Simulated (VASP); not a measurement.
Here is a VASP 6.6.1 calculation.

Contents of INCAR:

```
PREC = Accurate ; ENCUT = 600
EDIFF = 1E-6 ; ISMEAR = -1
SIGMA = 0.02 ; LREAL = F
LASPH = T ; NELM = 100
ALGO = Normal ; ISIF = 3
LWAVE = F ; LCHARG = F
GGA = PE ; IBRION = 2
NSW = 80 ; EDIFFG = -0.005
```

KPOINTS

```
Automatic mesh
0
Gamma
  6 6 8
```

File POSCAR:

```
HfSnO4
1.0
    3.5346339700     -3.5346339700      0.0000000000
    3.5346339700      3.5346339700      0.0000000000
    0.0000000000      0.0000000000      3.3649588500
Sn Hf O
1 1 4
Direct
    0.5000000000      0.5000000000      0.5000000000
    0.0000000000      0.0000000000      0.0000000000
    0.1940277000      0.1940277000      0.5000000000
    0.8059723000      0.8059723000      0.5000000000
    0.6940277000      0.3059723000      0.0000000000
    0.3059723000      0.6940277000      0.0000000000
```

Potentials or basis: VASP PAW PBE potentials, release 64 (Sn_d, Hf_pv, O).

The run is started by

```bash
$ cat potpaw_PBE.64/Sn_d/POTCAR potpaw_PBE.64/Hf_pv/POTCAR potpaw_PBE.64/O/POTCAR > POTCAR
$ mpirun -np 1 vasp_std > vasp.out
```

**Question.** What does it give for the relaxed volume?

**Answer.** 12.67 Å³/atom.

**Question.** Predict the relaxed cell.

**Answer.** a = 4.856 Å, b = 4.856 Å, c = 3.222 Å, α = 90.00°, β = 90.00°, γ = 90.42°.

Step by step:
| step | energy change (eV) | largest force (eV/Å) | pressure (GPa) | volume (Å³) |
| --- | --- | --- | --- | --- |
| 1 | 0.0000 | 0.6884 | -16.63 | 84.08 |
| 2 | 0.4001 | 2.1425 | 33.56 | 67.57 |
| 3 | -0.4850 | 0.1864 | -0.78 | 76.40 |
| 4 | -0.4855 | 0.2155 | -0.22 | 76.21 |
| 5 | -0.4854 | 0.2392 | 0.19 | 76.06 |
| 6 | -0.4885 | 0.0522 | 0.28 | 75.89 |
| 7 | -0.4885 | 0.0508 | 0.28 | 75.88 |
| 8 | -0.4885 | 0.0138 | -0.33 | 76.10 |
| 9 | -0.4887 | 0.0163 | -0.02 | 76.00 |
| 10 | -0.4887 | 0.0151 | -0.05 | 76.01 |
| 11 | -0.4887 | 0.0077 | 0.01 | 75.99 |
| 12 | -0.4887 | 0.0053 | -0.01 | 75.99 |
| 13 | -0.4887 | 0.0047 | -0.02 | 75.99 |
